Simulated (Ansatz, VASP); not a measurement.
BaTe: VASP beside Ansatz

```xyz
2
Lattice="0.0000 3.2978 3.3846 3.2978 0.0000 3.3846 3.2978 3.2978 0.0000" Properties=species:S:1:pos:R:3 pbc="T T T"
Ba    0.0000    0.0000    0.0000
Te    3.2978    3.2978    3.3846
```

Change from the starting cell: strain -0.050 along x and y, -0.025 along z, atoms carried along.

Alike in both runs: task single point; functional PBEsol; k mesh 8 × 8 × 8; occupations gaussian, width 0.05 eV; no spin polarisation.

|  | VASP | Ansatz |
| --- | --- | --- |
| version | VASP 6.6.1 | Ansatz 0.2.0 |
| potentials or method | VASP PAW PBE potentials, release 64 (Ba_sv, Te), cutoff 520 eV | scalar-relativistic, plane waves, PAW |
| valence electrons in the cell | 16 | 26 |

|  | VASP | Ansatz | Ansatz less VASP |
| --- | --- | --- | --- |
| gap on the k mesh at the Fermi level (eV) | 0.98 | 1.10 | +0.125 |
| least direct gap on the mesh (eV) | 1.33 | 1.41 | +0.080 |
| pressure (GPa) | 6.1 | 5.5 | -0.60 |
| traceless stress, the component that is largest in VASP (GPa) | -2.18 | -2.07 | +0.106 |

VASP's potentials were made for PBE, not for PBEsol. VASP's potentials hold 16 valence electrons a cell and Ansatz's 26, so a difference there can come from the potentials and not from the codes.

Spin-orbit coupling is off throughout.
